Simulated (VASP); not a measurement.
# CuH3 (Pm-3m) in VASP: further runs

Runs on CuH3. Level: PBE. Tasks: single point.

All numbers are computed with VASP 6.6.1; they aren't measurements. Logs are shortened: lines on timing, memory, paths and dates and some standing lists are left out, and cuts for length are marked.

## Step 1: The cell of the first run

Symmetry: Pm-3m, No. 221, cubic system. Conventional cell: a = 2.774 Å, b = 2.774 Å, c = 2.774 Å, α = 90.00°, β = 90.00°, γ = 90.00°. Cu (site symmetry m-3m) has 12 H at 1.96 Å within 2.6 Å. Within 2.6 Å of H (site symmetry 4/mmm) lie 4 Cu at 1.96 Å and 8 H at 1.96 Å.

The cell was generated, and may not be a known phase.

## Step 2: Single point, PBE

The input, INCAR:

```
SYSTEM = CuH3
ALGO     = Normal         ! electronic algorithm
EDIFF    = 1E-6           ! SCF threshold, eV
ENCUT    = 520            ! plane-wave cutoff, eV
GGA      = PE             ! functional
ISIF     = 2              ! what is computed and relaxed
ISMEAR   = 0              ! smearing method
LASPH    = .TRUE.         ! aspherical terms in the spheres
LCHARG   = .FALSE.        ! write CHGCAR
LREAL    = .FALSE.        ! projectors in reciprocal space
LWAVE    = .FALSE.        ! write WAVECAR
NBANDS   = 15             ! bands
NELM     = 80             ! most SCF steps
PREC     = Accurate       ! precision mode
SIGMA    = 0.1            ! smearing width, eV
```

The input, KPOINTS:

```
k-points
0
G
  6 6 6
  0 0 0
```

The input, POSCAR:

```
CuH3
1.0
    2.7739070245      0.0000000000      0.0000000000
    0.0000000000      2.7739070245      0.0000000000
    0.0000000000      0.0000000000      2.7739070245
Cu H
1 3
Direct
    0.0000000000      0.0000000000      0.0000000000
    0.5000000000      0.5000000000      0.0000000000
    0.5000000000      0.0000000000      0.5000000000
    0.0000000000      0.5000000000      0.5000000000
```

Potentials or basis: VASP PAW PBE potentials, release 64 (Cu, H).

Run with:

```bash
$ cat potpaw_PBE.64/Cu/POTCAR potpaw_PBE.64/H/POTCAR > POTCAR
$ mpirun -np 1 vasp_std > vasp.out
```

OUTCAR:

```text
SYSTEM = CuH3
   EDIFF = 1E-6
   ENCUT = 520
   GGA = PE
   ISIF = 2
   ISMEAR = 0
   LASPH = .TRUE.
   LREAL = .FALSE.
   NELM = 80
   PREC = Accurate

 ion  position               nearest neighbor table
   1  0.000  0.000  0.000-
   2  0.500  0.500  0.000-
   3  0.500  0.000  0.500-
   4  0.000  0.500  0.500-

  LATTYP: Found a simple cubic cell.
 ALAT       =     2.7739070245

  Lattice vectors:

 A1 = (   2.7739070245,   0.0000000000,   0.0000000000)
 A2 = (   0.0000000000,   2.7739070245,   0.0000000000)
 A3 = (   0.0000000000,   0.0000000000,   2.7739070245)

Analysis of symmetry for initial positions (statically):
=====================================================================
 Subroutine PRICEL returns:
 Original cell was already a primitive cell.

 Routine SETGRP: Setting up the symmetry group for a
 simple cubic supercell.

 Subroutine GETGRP returns: Found 48 space group operations
 (whereof 48 operations were pure point group operations)
 out of a pool of 48 trial point group operations.

The static configuration has the point symmetry O_h .

Analysis of symmetry for dynamics (positions and initial velocities):
=====================================================================
 Subroutine PRICEL returns:
 Original cell was already a primitive cell.

 Routine SETGRP: Setting up the symmetry group for a
 simple cubic supercell.

 Subroutine GETGRP returns: Found 48 space group operations
 (whereof 48 operations were pure point group operations)
 out of a pool of 48 trial point group operations.

The dynamic configuration has the point symmetry O_h .

 Subroutine INISYM returns: Found 48 space group operations
 (whereof 48 operations are pure point group operations),
 and found     1 'primitive' translations

----------------------------------------------------------------------------------------

                                     Primitive cell

  volume of cell :      21.3440

  direct lattice vectors                    reciprocal lattice vectors
     2.773907025  0.000000000  0.000000000     0.360502350  0.000000000  0.000000000
     0.000000000  2.773907025  0.000000000     0.000000000  0.360502350  0.000000000
     0.000000000  0.000000000  2.773907025     0.000000000  0.000000000  0.360502350

  length of vectors
     2.773907025  2.773907025  2.773907025     0.360502350  0.360502350  0.360502350

  position of ions in fractional coordinates (direct lattice)
[... 90 lines left out ...]
   NUPDOWN=      -1.0000    fix difference up-down
   EMIN   =  10.00;   EMAX   =-10.00  energy-range for DOS
   EFERMI =   0.00;   METHOD = LEGACY
   ISMEAR =     0;   SIGMA  =   0.10  broadening in eV -4-tet -1-fermi 0-gaus
   EFERMI_NEDOS =   21; number of points for ismear=-14 and -15
   IALGO  =     38    algorithm
   IMIX   =      4    mixing-type and parameters
     AMIX     =   0.40;   BMIX     =  1.00
     AMIX_MAG =   1.60;   BMIX_MAG =  1.00
  volume/ion in A,a.u.               =       5.34        36.01
  Fermi-wavevector in a.u.,A,eV,Ry     =   1.422413  2.687970 27.528093  2.023258
  Thomas-Fermi vector in A             =   2.543119
   LORBIT       =      0    0 simple, 1 ext, 2 COOP (PROOUT), +10 PAW based schemes
   GGA     = PE    functional components
   LHFCALC =     F    Hartree Fock is set to
   AEXX    =    0.0000 exact exchange contribution
   IVDW    =     0    specifies the selected vdW correction
   LEPSILON=     F    determine dielectric tensor
   LRPA    =     F    only Hartree local field effects (RPA)
 non-spin polarized calculation
 Gauss-broadening in eV      SIGMA  =   0.10
  energy-cutoff  :      520.00
  volume of cell :       21.34
 maximum number of plane-waves:       587
 NGX is ok and might be reduce to    24
   NGX = 11   NGY = 11   NGZ = 11

 number of electron      14.0000017 magnetization

 Free energy of the ion-electron system (eV)
  ---------------------------------------------------
  ext. energy  EPLUGINS =         0.00000000
  ---------------------------------------------------
  free energy    TOTEN  =       -11.18764337 eV

  energy without entropy =      -11.17782367  energy(sigma->0) =      -11.18273352

 E-fermi :   6.4191     XC(G=0): -11.8138

 val. band max:        6.0794650094   @ k =   0.5000   0.5000   0.1667
 cond. band min:       6.4417824739   @ k =   0.1667   0.1667   0.0000
 fundamental gap:      0.3623174645
 Fermi energy:         6.4190524848

 k-point     1 :       0.0000    0.0000    0.0000
  band No.  band energies     occupation
      1      -7.4263      2.00000
      2       0.4367      2.00000
      3       0.4367      2.00000
      4       2.3874      2.00000
      5       2.3874      2.00000
      6       2.3874      2.00000
      7       9.2808      0.00000
      8       9.2808      0.00000
      9      14.2076      0.00000
     10      14.2076      0.00000
     11      14.2076      0.00000
     12      17.6227      0.00000
     13      29.5312      0.00000
     14      29.5312      0.00000
[... 329 lines left out ...]
      2      -0.5230      2.00000
      3      -0.5230      2.00000
      4       2.7647      2.00000
      5       2.7647      2.00000
      6       6.9796      0.00000
      7       6.9796      0.00000
      8       6.9796      0.00000
      9       9.0828      0.00000
     10       9.0828      0.00000
     11       9.0828      0.00000
     12      11.4462      0.00000
     13      14.1858      0.00000
     14      39.8281      0.00000
     15      39.8281      0.00000

------------------------ aborting loop because EDIFF is reached ----------------------------------------

  FORCE on cell =-STRESS in cart. coord.  units (eV):
  Direction    XX          YY          ZZ          XY          YZ          ZX
  --------------------------------------------------------------------------------------
  -------------------------------------------------------------------------------------
  Total       -0.0038851     -0.0038851     -0.0038851      0.0000000     -0.0000000      0.0000000
  in kB       -0.2916315     -0.2916315     -0.2916315      0.0000000     -0.0000000      0.0000000
  external PRESSURE =      -0.2916315 kB  Pullay stress =       0.0000000 kB

 VOLUME and BASIS-vectors are now :
 -----------------------------------------------------------------------------
  energy-cutoff  :      520.00
  volume of cell :       21.34
      direct lattice vectors                 reciprocal lattice vectors
     2.773907025  0.000000000  0.000000000     0.360502350  0.000000000  0.000000000
     0.000000000  2.773907025  0.000000000     0.000000000  0.360502350  0.000000000
     0.000000000  0.000000000  2.773907025     0.000000000  0.000000000  0.360502350

 POSITION                                       TOTAL-FORCE (eV/Angst)
 -----------------------------------------------------------------------------------
      0.00000      0.00000      0.00000         0.000000      0.000000      0.000000
      1.38695      1.38695      0.00000         0.000000      0.000000      0.000000
      1.38695      0.00000      1.38695         0.000000      0.000000      0.000000
      0.00000      1.38695      1.38695         0.000000      0.000000      0.000000
 -----------------------------------------------------------------------------------
    total drift:                                0.000000      0.000000      0.000000

  FREE ENERGIE OF THE ION-ELECTRON SYSTEM (eV)
  ---------------------------------------------------
  free  energy   TOTEN  =       -11.1876433652 eV

  energy  without entropy=      -11.1778236732  energy(sigma->0) =      -11.18273352
```

OSZICAR:

```text
N       E                     dE             d eps       ncg     rms          rms(c)
DAV:   1     0.545877155407E+02    0.54588E+02   -0.67974E+03   639   0.144E+03
DAV:   2    -0.108454152363E+02   -0.65433E+02   -0.59086E+02   649   0.226E+02
DAV:   3    -0.133684103097E+02   -0.25230E+01   -0.25030E+01   747   0.468E+01
DAV:   4    -0.133852751161E+02   -0.16865E-01   -0.16861E-01   664   0.347E+00
DAV:   5    -0.133854415234E+02   -0.16641E-03   -0.16640E-03   835   0.361E-01    0.119E+01
DAV:   6    -0.133950910643E+02   -0.96495E-02   -0.48391E+01   726   0.134E+02    0.930E+00
DAV:   7    -0.112057014480E+02    0.21894E+01   -0.87499E+00   726   0.718E+01    0.903E-01
DAV:   8    -0.112029870514E+02    0.27144E-02   -0.43208E-01   847   0.120E+01    0.973E-01
DAV:   9    -0.111965480425E+02    0.64390E-02   -0.24936E-01   748   0.974E+00    0.674E-01
DAV:  10    -0.111879431387E+02    0.86049E-02   -0.31866E-02   748   0.367E+00    0.131E-01
DAV:  11    -0.111876544293E+02    0.28871E-03   -0.17578E-03   876   0.636E-01    0.318E-02
DAV:  12    -0.111876438739E+02    0.10555E-04   -0.14473E-04   802   0.178E-01    0.968E-03
DAV:  13    -0.111876433652E+02    0.50866E-06   -0.25074E-06   625   0.127E-02
   1 F= -.11187643E+02 E0= -.11182734E+02  d E =-.981969E-02
```

stdout:

```text
POSCAR found type information on POSCAR CuH
 POSCAR found :  2 types and       4 ions
 scaLAPACK will be used
 LDA part: xc-table for (Slater+PW92), standard interpolation
 POSCAR, INCAR and KPOINTS ok, starting setup
 FFT: planning ... GRIDC
 FFT: planning ... GRID_SOFT
 FFT: planning ... GRID
 WAVECAR not read
 entering main loop
```

Run time: 6.8 s. Hardware: 1 thread of AMD EPYC 7R13 (Zen 3), shared host; peak memory 0.1 GiB.

Results:

```yaml
Free_energy: -11.1876 eV
Pressure: 0.0 GPa
Band_gap_on_the_k_mesh: zero (bands 7 and 8 overlap by 3.41 eV)
```

Caveat: the k points lie up to 0.38 Å⁻¹ apart, too coarse for converged energies and pressures of a metal.

## Step 3: Single point, PBE

This run uses another cell than the first one, of 9.18 Å³/atom.

The input, INCAR:

```
SYSTEM = CuH3
  PREC = Accurate
  ENCUT = 520
  EDIFF = 1E-6
  ISMEAR = 0
  SIGMA = 0.1
  LREAL = .FALSE.
  LASPH = .TRUE.
  NELM = 100
  ALGO = Normal
  ISIF = 2
  LWAVE = .FALSE.
  LCHARG = .TRUE.
  GGA = PE
  LELF = .TRUE.
  LVHAR = .TRUE.
  NBANDS = 15
```

The input, KPOINTS:

```
regular mesh
0
G
  6 6 6
  0 0 0
```

The input, POSCAR:

```
CuH3
1.0
    3.3237588100      0.0000000000      0.0000000000
    0.0000000000      3.3237588100      0.0000000000
    0.0000000000      0.0000000000      3.3237588100
Cu H
1 3
Direct
    0.0000000000      0.0000000000      0.0000000000
    0.5000000000      0.5000000000      0.0000000000
    0.5000000000      0.0000000000      0.5000000000
    0.0000000000      0.5000000000      0.5000000000
```

Potentials or basis: VASP PAW PBE potentials, release 64 (Cu, H).

Run with:

```bash
$ cat potpaw_PBE.64/Cu/POTCAR potpaw_PBE.64/H/POTCAR > POTCAR
$ mpirun -np 1 vasp_std > vasp.out
```

Wall time 12 s (1 thread of AMD EPYC 7R13 (Zen 3), shared host); peak memory 0.12 GiB.

Results (log left out):

```yaml
Free_energy: -9.4345 eV
Pressure: -22.9 GPa
Band_gap_on_the_k_mesh: zero (bands 7 and 8 overlap by 2.05 eV)
```

Levels at points of the mesh, in eV from the Fermi level:
```tsv
k point	band 5	band 6	band 7	band 8	band 9	band 10
(0.00, 0.00, 0.00)	-2.45	-2.45	1.68	1.68	6.84	6.84
(0.50, 0.00, 0.00)	-2.64	-2.43	-2.04	1.51	5.92	9.66
(0.50, 0.50, 0.00)	-2.60	-2.60	-2.30	-0.37	0.63	9.05
(0.50, 0.50, 0.50)	-2.29	0.17	0.17	0.17	3.23	3.23
```

Caveat: the cell stands under tension.

The gap in the log of VASP goes by the Fermi energy; the results here count the filled bands.